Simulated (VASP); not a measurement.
Write the native input for VASP 6.6.1 that does the following.

```yaml
Task: relaxation of cell and atoms
Functional: PBE
Potentials_or_basis: VASP PAW PBE potentials, release 64 (Ge_d)
Cutoff: 600 eV
k_mesh: 4 × 4 × 6
Occupations: gaussian, width 0.1 eV
Spin: no spin polarisation
Dipole_correction: no
Further_INCAR_settings: ALGO = Normal; EDIFF = 1e-06; IBRION = 2; EDIFFG = -0.04; NSW = 90; ISIF = 3
```

The structure of Ge lies in POSCAR:

```
Ge
1.0
    4.4121106181      0.0000000000      0.0000000000
    0.0000000000      7.3144971354      0.0000000000
    0.0000000000      0.0000000000      3.2898049481
Ge
4
Direct
    0.0205000000      0.2500000000      0.6348000000
    0.9795000000      0.7500000000      0.3652000000
    0.4795000000      0.7500000000      0.1348000000
    0.5205000000      0.2500000000      0.8652000000
```

One way to write it, as run:

INCAR

```
SYSTEM = Ge
  PREC = Accurate
  ENCUT = 600
  EDIFF = 1E-6
  ISMEAR = 0
  SIGMA = 0.1
  LREAL = .FALSE.
  LASPH = .TRUE.
  NELM = 60
  ALGO = Normal
  ISIF = 3
  LWAVE = .FALSE.
  LCHARG = .FALSE.
  GGA = PE
  IBRION = 2
  NSW = 90
  EDIFFG = -0.04
```

KPOINTS

```
Automatic mesh
0
G
  4 4 6
  0 0 0
```

Potentials or basis: VASP PAW PBE potentials, release 64 (Ge_d).

Run with:

```sh
$ cat potpaw_PBE.64/Ge_d/POTCAR > POTCAR
$ mpirun -np 1 vasp_std > vasp.out
```

Results of the run:

```json
{
 "Relaxed volume": "19.30 Å³/atom",
 "Relaxed cell": "a = 5.447 Å, b = 5.093 Å, c = 2.783 Å, α = 90.00°, β = 90.00°, γ = 90.00°",
 "Space group after relaxing (to 0.1 Å)": "Pnma (No. 62)",
 "Energy gained by relaxing": "683.7 meV/atom",
 "Ionic steps": "28",
 "Pressure after relaxing": "0.2 GPa",
 "Largest force after relaxing": "0.038 eV/Å",
 "Band gap on the k mesh": "zero (bands 28 and 29 overlap by 2.22 eV)"
}
```

Caveat: the volume moved by over 15 % at a fixed basis, so the end points are rough.

Run time: 29 min on 1 thread of Intel(R) Xeon(R) Platinum 8259CL CPU @ 2.50GHz (Skylake/Cascade Lake), with other jobs on the host, peak memory 0.3 GiB.
